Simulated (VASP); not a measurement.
# AlN in VASP: notebook

AlN is run at these levels: PBE; tasks: single point, relaxation of the atoms.

Program: VASP 6.6.1. These are calculated values, not measurements. Logs are shortened: lines on timing, memory, paths and dates and some standing lists are left out, and cuts for length are marked.

### Step 1. The cell of the first run

It takes space group P6_3mc (No. 186, hexagonal). The conventional cell has a = 3.130 Å, b = 3.130 Å, c = 5.017 Å, α = 90.00°, β = 90.00°, γ = 120.00°. Within 2.5 Å of Al (site symmetry 3m) lie 4 N at 1.90 to 1.91 Å. N (site symmetry 3m) has 4 Al at 1.90 to 1.91 Å within 2.5 Å.

### Step 2. Single point, PBE

Input file INCAR:

```
SYSTEM = AlN
  PREC = Accurate
  ENCUT = 700
  EDIFF = 1E-6
  ISMEAR = -1
  SIGMA = 0.01
  LREAL = Auto
  LASPH = .True.
  NELM = 120
  ALGO = Normal
  ISIF = 2
  LWAVE = .False.
  LCHARG = .False.
  GGA = PE
  NBANDS = 86
  GGA_COMPAT = .False.
  ISYM = -1
```

Input file KPOINTS:

```
explicit points
1
Reciprocal
  0.25000000   0.25000000   0.25000000 1
```

Input file POSCAR:

```
AlN
1.0
    6.2595139128      0.0000000578      0.0000000000
   -3.1297570064      5.4208980350      0.0000000000
    0.0000000000      0.0000000000     10.0348065929
Al N
16 16
Direct
    0.3333333334      0.1666666666      0.2496176869
    0.1666666666      0.3333333334      0.4996176869
    0.3333333334      0.1666666666      0.7496176869
    0.1666666666      0.3333333334      0.9996176869
    0.3333333334      0.6666666666      0.2496176869
    0.1666666666      0.8333333333      0.4996176869
    0.3333333334      0.6666666666      0.7496176869
    0.1666666666      0.8333333333      0.9996176869
    0.8333333333      0.1666666666      0.2496176869
    0.6666666666      0.3333333334      0.4996176869
    0.8333333333      0.1666666666      0.7496176869
    0.6666666666      0.3333333334      0.9996176869
    0.8333333333      0.6666666666      0.2496176869
    0.6666666666      0.8333333333      0.4996176869
    0.8333333333      0.6666666666      0.7496176869
    0.6666666666      0.8333333333      0.9996176869
    0.3333333334      0.1666666666      0.4403823131
    0.1666666666      0.3333333334      0.1903823131
    0.3333333334      0.1666666666      0.9403823131
    0.1666666666      0.3333333334      0.6903823131
    0.3333333334      0.6666666666      0.4403823131
    0.1666666666      0.8333333333      0.1903823131
    0.3333333334      0.6666666666      0.9403823131
    0.1666666666      0.8333333333      0.6903823131
    0.8333333333      0.1666666666      0.4403823131
    0.6666666666      0.3333333334      0.1903823131
    0.8333333333      0.1666666666      0.9403823131
    0.6666666666      0.3333333334      0.6903823131
    0.8333333333      0.6666666666      0.4403823131
    0.6666666666      0.8333333333      0.1903823131
    0.8333333333      0.6666666666      0.9403823131
    0.6666666666      0.8333333333      0.6903823131
```

Potentials or basis: VASP PAW PBE potentials, release 64 (Al, N).

Command:

```console
$ cat potpaw_PBE.64/Al/POTCAR potpaw_PBE.64/N/POTCAR > POTCAR
$ mpirun -np 1 vasp_std > vasp.out
```

OUTCAR:

```text
SYSTEM = AlN
   PREC = Accurate
   ENCUT = 700
   EDIFF = 1E-6
   ISMEAR = -1
   LREAL = Auto
   LASPH = .True.
   NELM = 120
   ISIF = 2
   GGA = PE
   ISYM = -1

 ion  position               nearest neighbor table
   1  0.333  0.167  0.250-  26 1.90  22 1.90  18 1.90  17 1.91  10 3.09  12 3.09   6 3.09   8 3.09
                             2 3.09   4 3.09   9 3.13  13 3.13   5 3.13   5 3.13  13 3.13   9 3.13
   2  0.167  0.333  0.500-  21 1.90  25 1.90  17 1.90  20 1.91   5 3.09   7 3.09   9 3.09  11 3.09
                             1 3.09   3 3.09   6 3.13  14 3.13  10 3.13  10 3.13  14 3.13   6 3.13
   3  0.333  0.167  0.750-  28 1.90  24 1.90  20 1.90  19 1.91  10 3.09  12 3.09   6 3.09   8 3.09
                             2 3.09   4 3.09  11 3.13  15 3.13   7 3.13   7 3.13  15 3.13  11 3.13
   4  0.167  0.333  1.000-  23 1.90  27 1.90  19 1.90  18 1.91   5 3.09   7 3.09   9 3.09  11 3.09
                             1 3.09   3 3.09   8 3.13  16 3.13  12 3.13  12 3.13  16 3.13   8 3.13
   5  0.333  0.667  0.250-  30 1.90  18 1.90  22 1.90  21 1.91  14 3.09  16 3.09   2 3.09   4 3.09
                             6 3.09   8 3.09  13 3.13   9 3.13   1 3.13   1 3.13   9 3.13  13 3.13
   6  0.167  0.833  0.500-  29 1.90  17 1.90  21 1.90  24 1.91  13 3.09  15 3.09   1 3.09   3 3.09
                             5 3.09   7 3.09   2 3.13  10 3.13  14 3.13  14 3.13  10 3.13   2 3.13
   7  0.333  0.667  0.750-  32 1.90  20 1.90  24 1.90  23 1.91  14 3.09  16 3.09   2 3.09   4 3.09
                             6 3.09   8 3.09  15 3.13  11 3.13   3 3.13   3 3.13  11 3.13  15 3.13
   8  0.167  0.833  1.000-  31 1.90  19 1.90  23 1.90  22 1.91  13 3.09  15 3.09   1 3.09   3 3.09
                             5 3.09   7 3.09   4 3.13  12 3.13  16 3.13  16 3.13  12 3.13   4 3.13
   9  0.833  0.167  0.250-  18 1.90  30 1.90  26 1.90  25 1.91   2 3.09   4 3.09  14 3.09  16 3.09
                            10 3.09  12 3.09   1 3.13   5 3.13  13 3.13  13 3.13   5 3.13   1 3.13
  10  0.667  0.333  0.500-  17 1.90  29 1.90  25 1.90  28 1.91   1 3.09   3 3.09  13 3.09  15 3.09
                             9 3.09  11 3.09  14 3.13   6 3.13   2 3.13   2 3.13   6 3.13  14 3.13
  11  0.833  0.167  0.750-  20 1.90  32 1.90  28 1.90  27 1.91   2 3.09   4 3.09  14 3.09  16 3.09
                            10 3.09  12 3.09   3 3.13   7 3.13  15 3.13  15 3.13   7 3.13   3 3.13
  12  0.667  0.333  1.000-  19 1.90  31 1.90  27 1.90  26 1.91   1 3.09   3 3.09  13 3.09  15 3.09
                             9 3.09  11 3.09  16 3.13   8 3.13   4 3.13   4 3.13   8 3.13  16 3.13
  13  0.833  0.667  0.250-  26 1.90  22 1.90  30 1.90  29 1.91  10 3.09  12 3.09   6 3.09   8 3.09
                            14 3.09  16 3.09   5 3.13   1 3.13   9 3.13   9 3.13   1 3.13   5 3.13
  14  0.667  0.833  0.500-  21 1.90  25 1.90  29 1.90  32 1.91   5 3.09   7 3.09   9 3.09  11 3.09
                            13 3.09  15 3.09  10 3.13   2 3.13   6 3.13   6 3.13   2 3.13  10 3.13
  15  0.833  0.667  0.750-  28 1.90  24 1.90  32 1.90  31 1.91  10 3.09  12 3.09   6 3.09   8 3.09
                            14 3.09  16 3.09   7 3.13   3 3.13  11 3.13  11 3.13   3 3.13   7 3.13
  16  0.667  0.833  1.000-  23 1.90  27 1.90  31 1.90  30 1.91   5 3.09   7 3.09   9 3.09  11 3.09
                            13 3.09  15 3.09  12 3.13   4 3.13   8 3.13   8 3.13   4 3.13  12 3.13
  17  0.333  0.167  0.440-  10 1.90   6 1.90   2 1.90   1 1.91
  18  0.167  0.333  0.190-   5 1.90   9 1.90   1 1.90   4 1.91
  19  0.333  0.167  0.940-  12 1.90   8 1.90   4 1.90   3 1.91
  20  0.167  0.333  0.690-   7 1.90  11 1.90   3 1.90   2 1.91
  21  0.333  0.667  0.440-  14 1.90   2 1.90   6 1.90   5 1.91
  22  0.167  0.833  0.190-  13 1.90   1 1.90   5 1.90   8 1.91
[... 8 lines left out ...]
  31  0.833  0.667  0.940-  12 1.90   8 1.90  16 1.90  15 1.91
  32  0.667  0.833  0.690-   7 1.90  11 1.90  15 1.90  14 1.91

IMPORTANT INFORMATION: All symmetrisations will be switched off!
NOSYMM: (Re-)initialisation of all symmetry stuff for point group C_1.

----------------------------------------------------------------------------------------

                                     Primitive cell

  volume of cell :     340.5029

  direct lattice vectors                    reciprocal lattice vectors
     6.259513913  0.000000058  0.000000000     0.159756813  0.092235641  0.000000000
    -3.129757006  5.420898035  0.000000000    -0.000000002  0.184471279  0.000000000
     0.000000000  0.000000000 10.034806593     0.000000000  0.000000000  0.099653141

  length of vectors
     6.259513913  6.259513913 10.034806593     0.184471279  0.184471279  0.099653141

  position of ions in fractional coordinates (direct lattice)
     0.333333333  0.166666667  0.249617687
     0.166666667  0.333333333  0.499617687
     0.333333333  0.166666667  0.749617687
     0.166666667  0.333333333  0.999617687
     0.333333333  0.666666667  0.249617687
     0.166666667  0.833333333  0.499617687
[... 24 lines left out ...]
     0.833333333  0.666666667  0.940382313
     0.666666667  0.833333333  0.690382313

  ion indices of the primitive-cell ions
   primitive index   ion index
                 1           1
                 2           2
                 3           3
                 4           4
                 5           5
                 6           6
[... 24 lines left out ...]
                31          31
                32          32

----------------------------------------------------------------------------------------

 KPOINTS: explicit points

Read explicit list of k-points.

 Found      1 k-points:

 Following reciprocal coordinates:
            Coordinates               Weight
  0.250000  0.250000  0.250000      1.000000
   k-points           NKPTS =      1   k-points in BZ     NKDIM =      1   number of bands    NBANDS=     86
   number of dos      NEDOS =    301   number of ions     NIONS =     32
   total plane-waves  NPLWV = 262440
   dimension x,y,z NGX =    54 NGY =   54 NGZ =   90
   dimension x,y,z NGXF=   108 NGYF=  108 NGZF=  180
   ions per type =              16  16
   NGX,Y,Z   is equivalent  to a cutoff of  14.34, 14.34, 14.91 a.u.
   NGXF,Y,Z  is equivalent  to a cutoff of  28.68, 28.68, 29.82 a.u.
 SYSTEM =  AlN
   PREC   = accura    normal or accurate (medium, high low for compatibility)
   ISTART =      0    job   : 0-new  1-cont  2-samecut
   ICHARG =      2    charge: 1-file 2-atom 10-const
   ISPIN  =      1    spin polarized calculation?
   LNONCOLLINEAR =      F non collinear calculations
   LSORBIT =      F    spin-orbit coupling
   LASPH  =      T    aspherical Exc in radial PAW
   ENCUT  =  700.0 eV  51.45 Ry    7.17 a.u.  13.50 13.50 21.65*2*pi/ulx,y,z
   NELM   =    120;   NELMIN=  2; NELMDL= -5     # of ELM steps
   EDIFF  = 0.1E-05   stopping-criterion for ELM
   LREAL  =      T    real-space projection
   EDIFFG = 0.1E-04   stopping-criterion for IOM
   NSW    =      0    number of steps for IOM
   IBRION =     -1    ionic relax: 0-MD 1-quasi-New 2-CG
   NFREE  =      0    steps in history (QN), initial steepest desc. (CG)
   ISIF   =      2    stress and relaxation
   ISYM   =     -1    0-nonsym 1-usesym 2-fastsym
   POTIM  = 0.5000    time-step for ionic-motion
   TEBEG  =    0.0;   TEEND  =   0.0 temperature during run
   PSTRESS=    0.0 pullay stress
   NELECT =     128.0000    total number of electrons
   NUPDOWN=      -1.0000    fix difference up-down
   EMIN   =  10.00;   EMAX   =-10.00  energy-range for DOS
   EFERMI =   0.00;   METHOD = LEGACY
   ISMEAR =    -1;   SIGMA  =   0.01  broadening in eV -4-tet -1-fermi 0-gaus
   EFERMI_NEDOS =   21; number of points for ismear=-14 and -15
   IALGO  =     38    algorithm
   IMIX   =      4    mixing-type and parameters
     AMIX     =   0.40;   BMIX     =  1.00
     AMIX_MAG =   1.60;   BMIX_MAG =  1.00
  volume/ion in A,a.u.               =      10.64        71.81
  Fermi-wavevector in a.u.,A,eV,Ry     =   1.181511  2.232733 18.993310  1.395969
  Thomas-Fermi vector in A             =   2.317783
   LORBIT       =      0    0 simple, 1 ext, 2 COOP (PROOUT), +10 PAW based schemes
   GGA     = PE    functional components
   LHFCALC =     F    Hartree Fock is set to
   AEXX    =    0.0000 exact exchange contribution
   IVDW    =     0    specifies the selected vdW correction
   LEPSILON=     F    determine dielectric tensor
   LRPA    =     F    only Hartree local field effects (RPA)
 non-spin polarized calculation
  energy-cutoff  :      700.00
  volume of cell :      340.50
 maximum number of plane-waves:     14310
 NGX is ok and might be reduce to    54
   NGX = 27   NGY = 27   NGZ = 43

 number of electron     128.0000012 magnetization

 Free energy of the ion-electron system (eV)
  ---------------------------------------------------
  ext. energy  EPLUGINS =         0.00000000
  ---------------------------------------------------
  free energy    TOTEN  =      -241.40605508 eV

  energy without entropy =     -241.40605508  energy(sigma->0) =     -241.40605508

 E-fermi :   5.8152     XC(G=0): -10.8434

 val. band max:        5.5733466768   @ k =   0.2500   0.2500   0.2500
 cond. band min:      11.3324477647   @ k =   0.2500   0.2500   0.2500
 fundamental gap:      5.7591010880
 Fermi energy:         5.8151751993

 k-point     1 :       0.2500    0.2500    0.2500
  band No.  band energies     occupation
      1      -8.5418      2.00000
      2      -8.1371      2.00000
      3      -7.9112      2.00000
      4      -7.9112      2.00000
      5      -7.5758      2.00000
      6      -7.5758      2.00000
[... 68 lines left out ...]
     75      12.9920      0.00000
     76      12.9921      0.00000
 [bands above 76 left out]

------------------------ aborting loop because EDIFF is reached ----------------------------------------

  FORCE on cell =-STRESS in cart. coord.  units (eV):
  Direction    XX          YY          ZZ          XY          YZ          ZX
  --------------------------------------------------------------------------------------
  -------------------------------------------------------------------------------------
  Total       -0.1735113     -8.1573866      3.5060351     -6.9142233      0.2674978      0.1548154
  in kB       -0.8164271    -38.3831638     16.4970384    -32.5336752      1.2586644      0.7284570
  external PRESSURE =      -7.5675175 kB  Pullay stress =       0.0000000 kB

 VOLUME and BASIS-vectors are now :
 -----------------------------------------------------------------------------
  energy-cutoff  :      700.00
  volume of cell :      340.50
      direct lattice vectors                 reciprocal lattice vectors
     6.259513913  0.000000058  0.000000000     0.159756813  0.092235641  0.000000000
    -3.129757006  5.420898035  0.000000000    -0.000000002  0.184471279  0.000000000
     0.000000000  0.000000000 10.034806593     0.000000000  0.000000000  0.099653141

 POSITION                                       TOTAL-FORCE (eV/Angst)
 -----------------------------------------------------------------------------------
      1.56488      0.90348      2.50487        -0.118112      0.070007      0.103003
     -0.00000      1.80697      5.01357         0.119700     -0.067332      0.109461
      1.56488      0.90348      7.52227        -0.118151      0.069963      0.102986
     -0.00000      1.80697     10.03097         0.119675     -0.067338      0.109403
     -0.00000      3.61393      2.50487        -0.118101      0.069996      0.102947
     -1.56488      4.51742      5.01357         0.119629     -0.067285      0.109451
[... 24 lines left out ...]
      3.12976      3.61393      9.43655        -0.179827      0.102022     -0.104855
      1.56488      4.51742      6.92785         0.178252     -0.104720     -0.107525
 -----------------------------------------------------------------------------------
    total drift:                                0.000302     -0.000189      0.055130

  FREE ENERGIE OF THE ION-ELECTRON SYSTEM (eV)
  ---------------------------------------------------
  free  energy   TOTEN  =      -241.4060550771 eV

  energy  without entropy=     -241.4060550771  energy(sigma->0) =     -241.40605508
```

It took 3 min on 1 thread of Intel Xeon 8259CL, shared host; peak memory 0.55 GiB.

Results:

- Free energy: -241.4061 eV
- Pressure: -0.8 GPa
- Largest force: 0.233 eV/Å
- Band gap on the k mesh: 5.76 eV

Forces on the atoms (eV/Å):
```
Al  -0.118  0.070  0.103
Al   0.120 -0.067  0.109
Al  -0.118  0.070  0.103
Al   0.120 -0.067  0.109
Al  -0.118  0.070  0.103
Al   0.120 -0.067  0.109
Al  -0.118  0.070  0.103
Al   0.120 -0.067  0.109
Al  -0.118  0.070  0.103
Al   0.120 -0.067  0.109
Al  -0.118  0.070  0.103
Al   0.120 -0.067  0.109
Al  -0.118  0.070  0.103
Al   0.120 -0.067  0.109
Al  -0.118  0.070  0.103
Al   0.120 -0.067  0.109
N   -0.180  0.102 -0.105
N    0.178 -0.105 -0.108
N   -0.180  0.102 -0.105
N    0.178 -0.105 -0.108
N   -0.180  0.102 -0.105
N    0.178 -0.105 -0.108
N   -0.180  0.102 -0.105
N    0.178 -0.105 -0.108
N   -0.180  0.102 -0.105
N    0.178 -0.105 -0.108
N   -0.180  0.102 -0.105
N    0.178 -0.105 -0.108
N   -0.180  0.102 -0.105
N    0.178 -0.105 -0.108
N   -0.180  0.102 -0.105
N    0.178 -0.105 -0.108
```

Stress tensor (GPa, compression positive):
```
-0.08 -3.25  0.07
-3.25 -3.84  0.13
 0.07  0.13  1.65
```

Levels at points of the mesh, in eV from the valence-band top:
```csv
k point,band 60,band 61,band 62,band 63,band 64,band 65,band 66,band 67,band 68,band 69
"(0.25, 0.25, 0.25)",-0.45,-0.37,-0.37,-0.26,0.00,5.76,6.32,6.48,6.48,6.70
```

Caveat: the stress differs along the axes, from -4 to 2 GPa; a shifted mesh leaves out Γ, where band edges can lie. A k mesh can miss the band edges.

### Step 3. Single point, PBE

Input file INCAR:

```
SYSTEM = AlN
PREC = Accurate
ENCUT = 700
EDIFF = 1E-6
ISMEAR = -1
SIGMA = 0.01
LREAL = Auto
LASPH = .TRUE.
NELM = 120
ALGO = Normal
ISIF = 2
LWAVE = .FALSE.
LCHARG = .FALSE.
GGA = PE
NBANDS = 86
GGA_COMPAT = .FALSE.
ISYM = -1
```

KPOINTS is that of step 2.

Input file POSCAR:

```
AlN
1.0
    6.2595139128      0.0000000578      0.0000000000
   -3.1297570064      5.4208980350      0.0000000000
    0.0000000000      0.0000000000     10.0348065929
Al N
16 16
Direct
    0.3326164830      0.1649505614      0.2498029121
    0.1655334668      0.3319893764      0.4998112531
    0.3325915342      0.1649223814      0.7498337011
    0.1655419440      0.3320000840      0.9998238939
    0.3325910085      0.6649435636      0.2498254120
    0.1655488177      0.8320275219      0.4998245426
    0.3325817198      0.6648806329      0.7498091786
    0.1655499773      0.8320083646      0.9998213454
    0.8325838231      0.1649091784      0.2498069767
    0.6655307920      0.3320004218      0.4998191593
    0.8325695636      0.1648915410      0.7498191944
    0.6655847677      0.3320015127      0.9998111572
    0.8326117635      0.6649344169      0.2498363212
    0.6655174737      0.8320111810      0.4998166466
    0.8325970553      0.6649184362      0.7497978365
    0.6655253648      0.8319498519      0.9998086948
    0.3310433879      0.1664200309      0.4397120930
    0.1670500800      0.3304396534      0.1897312060
    0.3310717988      0.1664663113      0.9397332549
    0.1670333110      0.3304176230      0.6897175824
    0.3310385771      0.6664185333      0.4397150636
    0.1670446604      0.8304455065      0.1897221919
    0.3310349569      0.6664334719      0.9397271827
    0.1670673520      0.8304409068      0.6897255338
    0.8310151385      0.1664189972      0.4397120678
    0.6670706999      0.3304485099      0.1897138205
    0.8310633678      0.1664296945      0.9397206807
    0.6670581884      0.3304392658      0.6897187934
    0.8310501670      0.6664426135      0.4397266357
    0.6670532258      0.8304374670      0.1897075287
    0.8310763008      0.6664598856      0.9397125746
    0.6670470721      0.8304107720      0.6897185896
```

Potentials or basis: VASP PAW PBE potentials, release 64 (Al, N).

Command:

```console
$ cat potpaw_PBE.64/Al/POTCAR potpaw_PBE.64/N/POTCAR > POTCAR
$ mpirun -np 1 vasp_std > vasp.out
```

Wall time 3.3 min (1 thread of Intel Xeon 8259CL, shared host); peak memory 0.53 GiB.

It converged, with:

```
Free energy            : -241.4344 eV
Pressure               : -0.8 GPa
Largest force          : 0.005 eV/Å
Band gap on the k mesh : 5.79 eV
```

Forces on the atoms (eV/Å):
```
Al   0.000 -0.002 -0.001
Al   0.000  0.000 -0.001
Al   0.001 -0.001 -0.003
Al   0.001  0.002  0.000
Al   0.001 -0.002 -0.004
Al   0.002 -0.001 -0.002
Al  -0.001  0.001  0.001
Al   0.000  0.002 -0.001
Al   0.000 -0.001 -0.001
Al   0.001  0.001 -0.002
Al   0.001  0.000 -0.002
Al  -0.002  0.003 -0.001
Al  -0.002 -0.001 -0.004
Al   0.003  0.000 -0.001
Al   0.002 -0.001  0.001
Al   0.000  0.005  0.000
N    0.000  0.002  0.002
N   -0.002  0.001 -0.001
N    0.001 -0.002  0.001
N   -0.001 -0.001  0.000
N   -0.001  0.001  0.004
N    0.000  0.000  0.001
N    0.002 -0.001 -0.001
N   -0.001  0.000  0.000
N    0.002  0.001  0.003
N   -0.002  0.000  0.001
N    0.000 -0.002  0.001
N   -0.002 -0.002  0.001
N    0.000  0.000  0.003
N   -0.001 -0.002  0.003
N    0.001 -0.003  0.001
N   -0.003  0.001  0.000
```

Stress tensor (GPa, compression positive):
```
 0.04 -4.13  0.07
-4.13 -4.72  0.12
 0.07  0.12  2.39
```

Levels at points of the mesh, in eV from the valence-band top:
| k point | band 61 | band 62 | band 63 | band 64 | band 65 | band 66 | band 67 | band 68 |
| --- | --- | --- | --- | --- | --- | --- | --- | --- |
| (0.25, 0.25, 0.25) | -0.37 | -0.37 | -0.25 | 0.00 | 5.79 | 6.36 | 6.49 | 6.49 |

Caveat: the stress differs along the axes, from -5 to 2 GPa; a shifted mesh leaves out Γ, where band edges can lie. A k mesh can miss the band edges.

(Continued in part 2 of 2.)
